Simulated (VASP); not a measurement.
Set up this calculation in VASP 6.6.1, as the native input.

```yaml
Task: single point
Functional: LDA
Potentials_or_basis: VASP PAW LDA potentials, release 64 (Ca_sv, O)
Cutoff: 520 eV
k_mesh: 6 × 6 × 6
Occupations: gaussian, width 0.05 eV
Spin: no spin polarisation
Dipole_correction: no
Further_INCAR_settings: ALGO = Normal; EDIFF = 1e-07; NBANDS = 42
```

The structure of CaO lies in POSCAR:

```
CaO
1.0
    4.8980000000      0.0000000000      0.0000000000
    0.0000000000     -4.8980000000      0.0000000000
    0.0000000000      0.0000000000     -4.8980000000
Ca O
4 4
Direct
    0.0000000000      0.5000000000      0.5000000000
    0.5000000000      0.0000000000      0.5000000000
    0.5000000000      0.5000000000      0.0000000000
    0.0000000000      0.0000000000      0.0000000000
    0.5000000000      0.0000000000      0.1224989792
    0.0000000000      0.5000000000      0.0000000000
    0.0000000000      0.0000000000      0.5000000000
    0.5000000000      0.5000000000      0.5000000000
```

This cell differs from its parent crystal: atom 5 (O) moved -0.600 Å towards its neighbour atom 2 (Ca) at 2.449 Å.

These files were run (other wordings do the same):

INCAR

```
  ALGO = Normal
  EDIFF = 1E-7
  ENCUT = 520
  GGA = CA
  ISIF = 2
  ISMEAR = 0
  LASPH = True
  LCHARG = False
  LREAL = False
  LWAVE = False
  NBANDS = 42
  NELM = 80
  PREC = Accurate
  SIGMA = 0.05
```

KPOINTS

```
k-points
0
Gamma
  6 6 6
```

Potentials or basis: VASP PAW LDA potentials, release 64 (Ca_sv, O).

Launch:

```console
$ cat potpaw_LDA.64/Ca_sv/POTCAR potpaw_LDA.64/O/POTCAR > POTCAR
$ mpirun -np 1 vasp_std > vasp.out
```

Results of the run:

The pressure is -6.6 GPa. The largest force is 6.384 eV/Å and the band gap on the k mesh is 3.43 eV, direct.

Caveat: the cell differs from its parent crystal (atom 5 (O) moved -0.600 Å towards its neighbour atom 2 (Ca) at 2.449 Å); forces of over 1 eV/Å act on the atoms, so gaps and moduli don't describe the material at rest.

Run time: 3.2 min on 1 thread of Intel Xeon 6975P-C, on a shared host, peak memory 0.27 GiB.
